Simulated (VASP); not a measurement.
Here is a VASP 6.6.1 calculation.

File INCAR:

```
SYSTEM = Tl
ALGO = Fast
EDIFF = 1E-7
ENCUT = 520
GGA = PS
ISIF = 2
ISMEAR = 0
LASPH = .True.
LCHARG = .False.
LREAL = .False.
LWAVE = .False.
NBANDS = 12
NELM = 60
PREC = Accurate
SIGMA = 0.15
```

File KPOINTS:

```
k-points
0
Gamma
  18 18 18
  0 0 0
```

Contents of POSCAR:

```
Tl
1.0
   -1.8827700000      1.8827700000      1.9701150000
    1.8827700000     -1.8827700000      1.9701150000
    1.8827700000      1.8827700000     -1.9701150000
Tl
1
Direct
    0.0000000000      0.0000000000      0.0000000000
```

Potentials or basis: VASP PAW PBE potentials, release 64 (Tl_d).

Launch:

```sh
$ cat potpaw_PBE.64/Tl_d/POTCAR > POTCAR
$ mpirun -np 1 vasp_std > vasp.out
```

Problem. What does it give for the band gap on the k mesh?

Solution. Zero (an odd number of electrons rules out a gap without spin polarisation).

Problem. Predict the pressure.

Solution. 0.8 GPa.

Stress tensor (GPa, compression positive):
```
1.01 0.00 0.00
0.00 1.01 0.00
0.00 0.00 0.40
```

Caveat: the cell differs from its parent crystal (strain -0.030 along x and y, +0.015 along z); the PAW data sets were made with another functional, which shifts forces and pressure a little; spin-orbit coupling is left out, which moves the levels of the heavy elements.
